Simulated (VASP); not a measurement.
# LiCuAuO2 (R3m) in VASP: notebook

LiCuAuO2 is run at these levels: PBE; tasks: single point.

Program: VASP 6.6.1. These are calculated values, not measurements. Logs are shortened: lines on timing, memory, paths and dates and some standing lists are left out, and cuts for length are marked.

### Step 1. The cell of the first run

Symmetry: R3m, No. 160, trigonal system. Conventional cell: a = 3.242 Å, b = 3.242 Å, c = 19.256 Å, α = 90.00°, β = 90.00°, γ = 120.00°. Au (site symmetry 3m) has 2 O at 2.07 to 2.10 Å and 3 Li at 2.67 Å within 2.7 Å. Within 2.6 Å of Cu (site symmetry 3m) lie 6 O at 1.99 to 2.44 Å and 3 Li at 2.58 Å. Within 2.5 Å of O (site symmetry 3m) lie 3 Li at 1.88 Å and 1 Au at 2.10 Å and 3 Cu at 2.44 Å. Within 2.6 Å of O (site symmetry 3m) lie 3 Cu at 1.99 Å and 1 Au at 2.07 Å and 1 Li at 2.44 Å. Li (site symmetry 3m) has 4 O at 1.88 to 2.44 Å and 3 Cu at 2.58 Å and 3 Au at 2.67 Å within 2.7 Å.

### Step 2. Single point, PBE

Input file INCAR:

```
SYSTEM = LiCuAuO2
PREC     = Accurate       ! precision mode
ENCUT    = 520            ! plane-wave cutoff, eV
EDIFF    = 1E-7           ! SCF threshold, eV
ISMEAR   = -1             ! smearing method
SIGMA    = 0.05           ! smearing width, eV
LREAL    = .FALSE.        ! projectors in reciprocal space
LASPH    = .TRUE.         ! aspherical terms in the spheres
NELM     = 80             ! most SCF steps
ALGO     = Normal         ! electronic algorithm
ISIF     = 2              ! what is computed and relaxed
LWAVE    = .FALSE.        ! write WAVECAR
LCHARG   = .FALSE.        ! write CHGCAR
GGA      = PE             ! functional
NBANDS   = 26             ! bands
```

Input file KPOINTS:

```
regular mesh
0
G
  8 8 8
  0 0 0
```

Input file POSCAR:

```
LiCuAuO2
1.0
    1.6208274708      0.9357851766      6.4188160000
   -1.6208274708      0.9357851766      6.4188160000
    0.0000000000     -1.8715703532      6.4188160000
Au Cu O Li
1 1 2 1
Direct
    0.9917940000      0.9917940000      0.9917940000
    0.5158030000      0.5158030000      0.5158030000
    0.1009220000      0.1009220000      0.1009220000
    0.8842220000      0.8842220000      0.8842220000
    0.7572590000      0.7572590000      0.7572590000
```

Potentials or basis: VASP PAW PBE potentials, release 64 (Au, Cu, O, Li_sv).

Run with:

```console
$ cat potpaw_PBE.64/Au/POTCAR potpaw_PBE.64/Cu/POTCAR potpaw_PBE.64/O/POTCAR potpaw_PBE.64/Li_sv/POTCAR > POTCAR
$ mpirun -np 1 vasp_std > vasp.out
```

OUTCAR:

```text
SYSTEM = LiCuAuO2
   PREC = Accurate
   ENCUT = 520
   EDIFF = 1E-7
   ISMEAR = -1
   LREAL = .FALSE.
   LASPH = .TRUE.
   NELM = 80
   ISIF = 2
   GGA = PE

 ion  position               nearest neighbor table
   1  0.992  0.992  0.992-   4 2.07   3 2.10   5 2.67   5 2.67   5 2.67
   2  0.516  0.516  0.516-   4 1.99   4 1.99   4 1.99   5 2.58   5 2.58   5 2.58
   3  0.101  0.101  0.101-   5 1.88   5 1.88   5 1.88   1 2.10
   4  0.884  0.884  0.884-   2 1.99   2 1.99   2 1.99   1 2.07
   5  0.757  0.757  0.757-   3 1.88   3 1.88   3 1.88   2 2.58   2 2.58   2 2.58   1 2.67   1 2.67
                             1 2.67

  LATTYP: Found a trigonal (rhomboedric) cell.
 ALAT       =     6.6861030824
 COS(alpha) =     0.8824676453

  Lattice vectors:

 A1 = (   1.6208274708,   0.9357851766,   6.4188160000)
 A2 = (  -1.6208274708,   0.9357851766,   6.4188160000)
 A3 = (   0.0000000000,  -1.8715703532,   6.4188160000)

Analysis of symmetry for initial positions (statically):
=====================================================================
 Subroutine PRICEL returns:
 Original cell was already a primitive cell.

 Routine SETGRP: Setting up the symmetry group for a
 trigonal (rhombohedral) supercell.

 Subroutine GETGRP returns: Found  6 space group operations
 (whereof  6 operations were pure point group operations)
 out of a pool of 12 trial point group operations.

The static configuration has the point symmetry C_3v.

Analysis of symmetry for dynamics (positions and initial velocities):
=====================================================================
 Subroutine PRICEL returns:
 Original cell was already a primitive cell.

 Routine SETGRP: Setting up the symmetry group for a
 trigonal (rhombohedral) supercell.

 Subroutine GETGRP returns: Found  6 space group operations
 (whereof  6 operations were pure point group operations)
 out of a pool of 12 trial point group operations.

The dynamic configuration has the point symmetry C_3v.

 Subroutine INISYM returns: Found  6 space group operations
 (whereof  6 operations are pure point group operations),
 and found     1 'primitive' translations

----------------------------------------------------------------------------------------

                                     Primitive cell

  volume of cell :      58.4143

  direct lattice vectors                    reciprocal lattice vectors
     1.620827471  0.935785177  6.418816000     0.308484406  0.178103555  0.051930657
    -1.620827471  0.935785177  6.418816000    -0.308484406  0.178103555  0.051930657
     0.000000000 -1.871570353  6.418816000     0.000000000 -0.356207110  0.051930657

  length of vectors
[... 93 lines left out ...]
   NFREE  =      0    steps in history (QN), initial steepest desc. (CG)
   ISIF   =      2    stress and relaxation
   ISYM   =      2    0-nonsym 1-usesym 2-fastsym
   POTIM  = 0.5000    time-step for ionic-motion
   TEBEG  =    0.0;   TEEND  =   0.0 temperature during run
   PSTRESS=    0.0 pullay stress
   NELECT =      37.0000    total number of electrons
   NUPDOWN=      -1.0000    fix difference up-down
   EMIN   =  10.00;   EMAX   =-10.00  energy-range for DOS
   EFERMI =   0.00;   METHOD = LEGACY
   ISMEAR =    -1;   SIGMA  =   0.05  broadening in eV -4-tet -1-fermi 0-gaus
   EFERMI_NEDOS =   21; number of points for ismear=-14 and -15
   IALGO  =     38    algorithm
   IMIX   =      4    mixing-type and parameters
     AMIX     =   0.40;   BMIX     =  1.00
     AMIX_MAG =   1.60;   BMIX_MAG =  1.00
  volume/ion in A,a.u.               =      11.68        78.84
  Fermi-wavevector in a.u.,A,eV,Ry     =   1.405947  2.656855 26.894469  1.976688
  Thomas-Fermi vector in A             =   2.528357
   LORBIT       =      0    0 simple, 1 ext, 2 COOP (PROOUT), +10 PAW based schemes
   GGA     = PE    functional components
   LHFCALC =     F    Hartree Fock is set to
   AEXX    =    0.0000 exact exchange contribution
   IVDW    =     0    specifies the selected vdW correction
   LEPSILON=     F    determine dielectric tensor
   LRPA    =     F    only Hartree local field effects (RPA)
 non-spin polarized calculation
  energy-cutoff  :      520.00
  volume of cell :       58.41
 maximum number of plane-waves:      1596
 NGX is ok and might be reduce to    50
   NGX = 25   NGY = 25   NGZ = 25

 number of electron      37.0000001 magnetization

 Free energy of the ion-electron system (eV)
  ---------------------------------------------------
  ext. energy  EPLUGINS =         0.00000000
  ---------------------------------------------------
  free energy    TOTEN  =       -22.21506799 eV

  energy without entropy =      -22.18228813  energy(sigma->0) =      -22.19867806

 E-fermi :   4.6516     XC(G=0): -11.1262

 val. band max:        4.6490072099   @ k =   0.3750   0.2500   0.0000
 cond. band min:       4.6522478644   @ k =  -0.3750  -0.3750   0.1250
 fundamental gap:      0.0032406545
 Fermi energy:         4.6515922342

 k-point     1 :       0.0000    0.0000    0.0000
  band No.  band energies     occupation
      1     -39.0635      2.00000
      2     -14.2052      2.00000
      3     -12.6421      2.00000
      4      -2.4680      2.00000
      5      -0.6111      2.00000
      6      -0.2706      2.00000
[... 685 lines left out ...]
     25      16.0039      0.00000
     26      17.2372      0.00000

 [... further k-points ...]

------------------------ aborting loop because EDIFF is reached ----------------------------------------

  FORCE on cell =-STRESS in cart. coord.  units (eV):
  Direction    XX          YY          ZZ          XY          YZ          ZX
  --------------------------------------------------------------------------------------
  -------------------------------------------------------------------------------------
  Total        0.6565050      0.6565050     -0.4628873      0.0000000      0.0000000      0.0000000
  in kB       18.0065079     18.0065079    -12.6959944      0.0000000      0.0000000      0.0000000
  external PRESSURE =       7.7723404 kB  Pullay stress =       0.0000000 kB

 VOLUME and BASIS-vectors are now :
 -----------------------------------------------------------------------------
  energy-cutoff  :      520.00
  volume of cell :       58.41
      direct lattice vectors                 reciprocal lattice vectors
     1.620827471  0.935785177  6.418816000     0.308484406  0.178103555  0.051930657
    -1.620827471  0.935785177  6.418816000    -0.308484406  0.178103555  0.051930657
     0.000000000 -1.871570353  6.418816000     0.000000000 -0.356207110  0.051930657

 POSITION                                       TOTAL-FORCE (eV/Angst)
 -----------------------------------------------------------------------------------
      0.00000      0.00000     19.09843         0.000000     -0.000000     -0.018792
      0.00000      0.00000      9.93253         0.000000      0.000000      0.189575
      0.00000      0.00000      1.94340         0.000000      0.000000     -0.296244
      0.00000      0.00000     17.02697         0.000000     -0.000000      0.102294
      0.00000      0.00000     14.58212         0.000000     -0.000000      0.023167
 -----------------------------------------------------------------------------------
    total drift:                               -0.000000     -0.000000     -0.002140

  FREE ENERGIE OF THE ION-ELECTRON SYSTEM (eV)
  ---------------------------------------------------
  free  energy   TOTEN  =       -22.2150679921 eV

  energy  without entropy=      -22.1822881254  energy(sigma->0) =      -22.19867806
```

OSZICAR:

```text
N       E                     dE             d eps       ncg     rms          rms(c)
[... 11 lines left out ...]
DAV:  12    -0.222153408905E+02    0.57276E-02   -0.21726E-02  4844   0.506E+00    0.229E-01
DAV:  13    -0.222151483034E+02    0.19259E-03   -0.48338E-03  4926   0.215E+00    0.111E-01
DAV:  14    -0.222150778334E+02    0.70470E-04   -0.59585E-04  4874   0.802E-01    0.520E-02
DAV:  15    -0.222150682188E+02    0.96146E-05   -0.11672E-04  5296   0.198E-01    0.132E-02
DAV:  16    -0.222150681764E+02    0.42413E-07   -0.12575E-05  5170   0.706E-02    0.668E-03
DAV:  17    -0.222150680430E+02    0.13338E-06   -0.13090E-06  5162   0.186E-02    0.332E-03
DAV:  18    -0.222150679296E+02    0.11346E-06   -0.31295E-07  3718   0.160E-02    0.114E-03
DAV:  19    -0.222150679921E+02   -0.62492E-07   -0.14115E-07  2850   0.832E-03
   1 F= -.22215068E+02 E0= -.22198678E+02  d E =-.327799E-01
```

It took 4.4 min on 1 thread of Intel Xeon Platinum 8559C (Emerald Rapids), shared host; peak memory 0.41 GiB.

Results:

- Free energy: -22.2151 eV
- Largest force: 0.296 eV/Å
- Band gap on the k mesh: zero (an odd number of electrons rules out a gap without spin polarisation)

Forces on the atoms (eV/Å):
```
Au   0.000  0.000 -0.019
Cu   0.000  0.000  0.190
O    0.000  0.000 -0.296
O    0.000  0.000  0.102
Li   0.000  0.000  0.023
```

Levels at points of the mesh, in eV from the Fermi level:
```csv
k point,band 15,band 16,band 17,band 18,band 19,band 20,band 21,band 22,band 23,band 24
"(0.00, 0.00, 0.00)",-1.59,-1.59,-1.15,0.53,0.53,0.93,4.78,6.15,9.93,12.06
"(0.50, 0.00, 0.00)",-1.42,-1.40,-0.80,-0.32,-0.15,2.16,4.31,6.40,9.06,10.16
"(0.50, 0.50, 0.00)",-1.69,-1.62,-1.14,-0.04,0.04,2.38,4.72,7.12,7.48,10.14
"(0.50, 0.50, 0.50)",-1.37,-1.05,-1.05,0.32,0.32,2.91,3.19,7.34,8.68,12.29
```

Caveat: the cutoff is under 1.25 times the usual one of these potentials, so pressure, stress and relaxed cells hold a basis-set (Pulay) error; spin-orbit coupling is left out, which moves the levels of the heavy elements; an odd number of electrons without spin polarisation forces a metal; a magnetic or distorted state may lie lower.

### Step 3. Single point, PBE

This run uses another cell than the first one, of 11.92 Å³/atom.

Input file INCAR:

```
SYSTEM = LiCuAuO2
PREC = Accurate ; ENCUT = 520
EDIFF = 1E-6 ; ISMEAR = -1
SIGMA = 0.05 ; LREAL = .False.
LASPH = .True. ; NELM = 60
ALGO = Normal ; ISIF = 2
LWAVE = .False. ; LCHARG = .False.
GGA = PE ; NBANDS = 26
```

Input file KPOINTS:

```
Automatic mesh
0
Gamma
  8 8 8
  0 0 0
```

POSCAR: that of step 2 with these lines changed.

```diff
@@ -2,5 +2,5 @@
 1.0
-    1.6208274708      0.9357851766      6.4188160000
-   -1.6208274708      0.9357851766      6.4188160000
-    0.0000000000     -1.8715703532      6.4188160000
+    1.6371994655      0.9452375521      6.4188160000
+   -1.6371994655      0.9452375521      6.4188160000
+    0.0000000000     -1.8904751042      6.4188160000
 Au Cu O Li
```

Potentials or basis: VASP PAW PBE potentials, release 64 (Au, Cu, O, Li_sv).

Run with:

```console
$ cat potpaw_PBE.64/Au/POTCAR potpaw_PBE.64/Cu/POTCAR potpaw_PBE.64/O/POTCAR potpaw_PBE.64/Li_sv/POTCAR > POTCAR
$ mpirun -np 1 vasp_std > vasp.out
```

Run time: 4.7 min. Hardware: 1 thread of Intel Xeon Platinum 8559C (Emerald Rapids), shared host; peak memory 0.4 GiB.

The run converged. Its results:

```yaml
Free_energy: -22.2218 eV
Largest_force: 0.326 eV/Å
Band_gap_on_the_k_mesh: zero (an odd number of electrons rules out a gap without spin polarisation)
```

Forces in eV/Å, atoms in the order of the input:
```
Au   0.000  0.000 -0.010
Cu   0.000  0.000  0.251
O    0.000  0.000 -0.326
O    0.000  0.000  0.043
Li   0.000  0.000  0.042
```

Levels at points of the mesh, in eV from the Fermi level:
```
           k point  band 15  band 16  band 17  band 18  band 19  band 20  band 21  band 22  band 23  band 24
(0.00, 0.00, 0.00)    -1.55    -1.55    -1.13     0.52     0.52     0.96     4.78     6.09     9.96    11.90
(0.50, 0.00, 0.00)    -1.37    -1.34    -0.78    -0.32    -0.15     2.24     4.28     6.28     9.01    10.05
(0.50, 0.50, 0.00)    -1.65    -1.57    -1.12    -0.05     0.06     2.45     4.70     7.00     7.42    10.05
(0.50, 0.50, 0.50)    -1.34    -1.00    -1.00     0.30     0.30     2.87     3.24     7.29     8.68    12.13
```

Caveat: the cutoff is under 1.25 times the usual one of these potentials, so pressure, stress and relaxed cells hold a basis-set (Pulay) error; spin-orbit coupling is left out, which moves the levels of the heavy elements; an odd number of electrons without spin polarisation forces a metal; a magnetic or distorted state may lie lower.
